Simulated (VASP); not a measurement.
Set up this calculation in VASP 6.6.1, as the native input.

- Task: single point
- Functional: LDA
- Potentials or basis: VASP PAW LDA potentials, release 64 (Sn_d, Se)
- Cutoff: 520 eV
- k mesh: 14 × 14 × 14
- Occupations: fermi-dirac, width 0.05 eV
- Spin: no spin polarisation
- Dipole correction: no
- Further INCAR settings: ALGO = Normal; EDIFF = 1e-06; NBANDS = 17

The structure of SnSe (rocksalt type) lies in POSCAR:

```
SnSe
1.0
    0.0000000000      2.7371794226      2.7371794226
    2.7371794226      0.0000000000      2.7371794226
    2.7371794226      2.7371794226      0.0000000000
Sn Se
1 1
Direct
    0.0000000000      0.0000000000      0.0000000000
    0.5000000000      0.5000000000      0.5000000000
```

This cell differs from its parent crystal: volume scaled by 0.8.

These files were run (other wordings do the same):

INCAR

```
SYSTEM = SnSe
PREC = Accurate
ENCUT = 520
EDIFF = 1E-6
ISMEAR = -1
SIGMA = 0.05
LREAL = .False.
LASPH = .True.
NELM = 60
ALGO = Normal
ISIF = 2
LWAVE = .False.
LCHARG = .True.
GGA = CA
LELF = .True.
LVHAR = .True.
NBANDS = 17
```

KPOINTS

```
regular mesh
0
Gamma
  14 14 14
  0 0 0
```

Potentials or basis: VASP PAW LDA potentials, release 64 (Sn_d, Se).

The run is started by

```sh
$ cat potpaw_LDA.64/Sn_d/POTCAR potpaw_LDA.64/Se/POTCAR > POTCAR
$ mpirun -np 1 vasp_std > vasp.out
```

Results of the run:

```yaml
Pressure: 21.6 GPa
Band_gap_on_the_k_mesh: zero (band 10 reaches 9.59 eV, above the bottom of band 11 at 9.54 eV)
```

Caveat: spin-orbit coupling is left out, which moves the levels of the heavy elements.

Wall time 27 s on 1 thread of Intel(R) Xeon(R) 6975P-C (Granite Rapids) (shared host), peak memory 0.2 GiB.
